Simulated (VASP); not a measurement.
Wanted: the native input for a VASP 6.6.1 run.

```yaml
Task: relaxation of the atoms
Functional: PBE
Potentials_or_basis: VASP PAW PBE potentials, release 64 (Rb_sv, Br)
Cutoff: 520 eV
k_mesh: 7 × 7 × 7
Occupations: fermi-dirac, width 0.02 eV
Spin: no spin polarisation
Dipole_correction: no
Further_INCAR_settings: ALGO = Normal; EDIFF = 1e-07; IBRION = 2; EDIFFG = -0.02; NSW = 80
```

The structure of RbBr lies in POSCAR:

```
RbBr
1.0
    0.0000000000      3.4270000000      3.4270000000
    3.4270000000      0.0000000000      3.4270000000
    3.4270000000      3.4270000000      0.0000000000
Rb Br
1 1
Direct
    0.0000000000      0.0000000000      0.0000000000
    0.5000000000      0.5000000000      0.5000000000
```

One way to write it, as run:

INCAR

```
PREC = Accurate
ENCUT = 520
EDIFF = 1E-7
ISMEAR = -1
SIGMA = 0.02
LREAL = False
LASPH = True
NELM = 80
ALGO = Normal
ISIF = 2
LWAVE = False
LCHARG = False
GGA = PE
IBRION = 2
NSW = 80
EDIFFG = -0.02
```

KPOINTS

```
Automatic mesh
0
Gamma
  7 7 7
```

Potentials or basis: VASP PAW PBE potentials, release 64 (Rb_sv, Br).

Run with:

```bash
$ cat potpaw_PBE.64/Rb_sv/POTCAR potpaw_PBE.64/Br/POTCAR > POTCAR
$ mpirun -np 1 vasp_std > vasp.out
```

It gave:

```json
{
 "Pressure after relaxing": "1.0 GPa",
 "Band gap on the k mesh": "4.36 eV, direct"
}
```

Caveat: the relaxation stopped at its first step, so nothing moved.

Run time: 13 s on 1 thread of AMD EPYC 9R45 96-Core Processor (Zen 5), on a shared host, peak memory 0.18 GiB.
